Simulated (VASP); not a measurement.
Crystal: NaF.

```xyz
2
Lattice="0.0380 2.5313 2.5313 2.5313 0.0380 2.5313 2.5692 2.5692 0.0000" Properties=species:S:1:pos:R:3 pbc="T T T"
Na    0.0000    0.0000    0.0174
F     1.2846    1.2846    1.2482
```

This cell differs from its parent crystal: shear xy strain +3.0%.

Base run:

| Property | Result |
| --- | --- |
| Program | VASP 6.6.1 |
| Functional | r2SCAN |
| Potentials or basis | VASP PAW PBE potentials, release 64 (Na_pv, F) |
| Cutoff | 520 eV |
| k mesh | 8 × 8 × 8 |
| Occupations | gaussian, width 0.01 eV |
| Spin | no spin polarisation |

Its results: band gap on the k mesh 6.24 eV, direct; pressure -0.4 GPa; largest force 0.007 eV/Å.

Q: The run is repeated on the same cell with these changes: functional from r2SCAN to PBE; occupations from gaussian, width 0.01 eV to fermi-dirac, width 0.02 eV. What comes out?

A: Band gap on the k mesh 5.58 eV, direct; pressure 1.9 GPa; largest force 0.004 eV/Å.

Caveats: the PAW data sets were made with another functional, which shifts forces and pressure a little (some runs).

A k mesh can miss the band edges.
